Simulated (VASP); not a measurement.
A run of VASP 6.6.1 is set up as follows.

Contents of INCAR:

```
  PREC = Accurate
  ENCUT = 520
  EDIFF = 1E-7
  ISMEAR = 0
  SIGMA = 0.05
  LREAL = False
  LASPH = True
  NELM = 80
  ALGO = Normal
  ISIF = 2
  LWAVE = False
  LCHARG = True
  GGA = PS
  LELF = True
  LVHAR = True
  NBANDS = 30
```

Contents of KPOINTS:

```
Automatic mesh
0
Gamma
  8 1 3
```

POSCAR

```
P
1.0
   -3.2837277200      0.0000000000      0.0000000000
    0.0000000000    -34.8570309900      4.6320847100
    0.0000000000      0.0987975493     10.0076336385
P
8
Direct
    0.0000000000      0.0311305229      0.4910986563
    0.0000000000      0.0298203413      0.0288499364
    0.0000000000      0.9728000220      0.8956475032
    0.0000000000      0.9714898404      0.4333987834
    0.5000000000      0.9723863995      0.7497162480
    0.5000000000      0.9710762179      0.2874675282
    0.5000000000      0.0315441453      0.6370299115
    0.5000000000      0.0302339637      0.1747811916
```

Potentials or basis: VASP PAW PBE potentials, release 64 (P).

The run is started by

```bash
$ cat potpaw_PBE.64/P/POTCAR > POTCAR
$ mpirun -np 1 vasp_std > vasp.out
```

Question: Predict the band gap on the k mesh.

Answer: 0.02 eV (least direct gap 0.74 eV).

Question: Estimate the largest force.

Answer: 0.843 eV/Å.

Forces in eV/Å, atoms in the order of the input:
```
P    0.000 -0.048 -0.324
P    0.000 -0.166 -0.827
P    0.000  0.166  0.827
P    0.000  0.048  0.324
P    0.000 -0.459  0.308
P    0.000  0.069 -0.181
P    0.000 -0.069  0.181
P    0.000  0.459 -0.308
```

Caveat: the cell differs from its parent crystal (the distance across one plane changed); there is no dipole correction, which matters where the two faces differ; the PAW data sets were made with another functional, which shifts forces and pressure a little.
